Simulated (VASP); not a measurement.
Input of a VASP 6.6.1 run:

INCAR

```
ALGO = Normal
EDIFF = 1E-6
ENCUT = 520
ISIF = 2
ISMEAR = 0
LASPH = T
LCHARG = F
LREAL = F
LWAVE = F
NBANDS = 44
NELM = 60
PREC = Accurate
SIGMA = 0.02
```

The input KPOINTS:

```
k-points
0
Gamma
  6 6 6
```

POSCAR

```
SiO2
1.0
   -4.5444362835      4.5444362835      2.6595094650
    4.5444362835     -4.5444362835      2.6595094650
    4.4018657334      4.4018657334     -2.6595094650
Si O
4 8
Direct
    0.1770765555      0.1770765555      0.3541531109
    0.8221285128      0.1778714872      0.0000000000
    0.1778714872      0.8221285128      0.0000000000
    0.8229234445      0.8229234445      0.6458468891
    0.5000000000      0.5000000000      0.5000000000
    0.0000000000      0.5000000000      0.0000000000
    0.5000000000      0.0000000000      0.0000000000
    0.0000000000      0.0000000000      0.5000000000
    0.0003611903      0.2093789719      0.2097401622
    0.7906210281     -0.0003611903      0.7902598378
    0.2093789719      0.0003611903      0.2097401622
   -0.0003611903      0.7906210281      0.7902598378
```

Potentials or basis: VASP PAW LDA potentials, release 64 (Si, O).

Launch:

```console
$ cat potpaw_LDA.64/Si/POTCAR potpaw_LDA.64/O/POTCAR > POTCAR
$ mpirun -np 1 vasp_std > vasp.out
```

Question: What does it give for the pressure?

Answer: -3.7 GPa.

Question: Estimate the band gap on the k mesh.

Answer: 5.24 eV.

Question: What does it give for the largest force?

Answer: 0.321 eV/Å.

Stress tensor (GPa, compression positive):
```
-2.86  1.37  0.00
 1.37 -2.86  0.00
 0.00  0.00 -5.31
```

Caveat: the cell differs from its parent crystal (biaxial strain in the a-b plane: +2.0 %); the cell stands under tension. A k mesh can miss the band edges.
